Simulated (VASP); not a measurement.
# TiB2: single point with PBE

The system is TiB2, a slab with vacuum.

```
B Ti
1.0
     3.02920    0.00000    0.00000
    -1.51460    2.62336    0.00000
     0.00000    0.00000   31.29940
B Ti
8 4
Direct
  0.33333 0.66667 0.31949
  0.66667 0.33333 0.31949
  0.33333 0.66667 0.42264
  0.66667 0.33333 0.42264
  0.33333 0.66667 0.52584
  0.66667 0.33333 0.52584
  0.33333 0.66667 0.62938
  0.66667 0.33333 0.62938
  0.00000 0.00000 0.37107
  0.00000 0.00000 0.47421
  0.00000 0.00000 0.57750
  0.00000 0.00000 0.67844
```

```
Program             : VASP 6.6.1
Task                : single point
Functional          : PBE
Potentials or basis : VASP PAW PBE potentials, release 64 (B, Ti_sv)
Cutoff              : 520 eV
k mesh              : 21 × 21 × 1
Occupations         : gaussian, width 0.1 eV
Spin                : no spin polarisation
```

The largest force is 1.096 eV/Å. The band gap on the k mesh is zero (bands 36 and 37 overlap by 0.57 eV).

Forces on the atoms (eV/Å):
```
B    0.000  0.000  0.479
B    0.000  0.000  0.479
B    0.000  0.000  0.045
B    0.000  0.000  0.045
B    0.000  0.000  0.009
B    0.000  0.000  0.009
B    0.000  0.000 -0.008
B    0.000  0.000 -0.008
Ti   0.000  0.000 -1.096
Ti   0.000  0.000  0.038
Ti   0.000  0.000 -0.017
Ti   0.000  0.000  0.027
```

Levels at points of the mesh, in eV from the Fermi level:
```
           k point  band 34  band 35  band 36  band 37  band 38  band 39
(0.00, 0.00, 0.00)     0.14     0.14     0.16     0.16     0.68     0.68
```

Run time: 22 min on 1 thread of Intel(R) Xeon(R) Platinum 8488C (Sapphire Rapids) (shared host), peak memory 0.62 GiB.
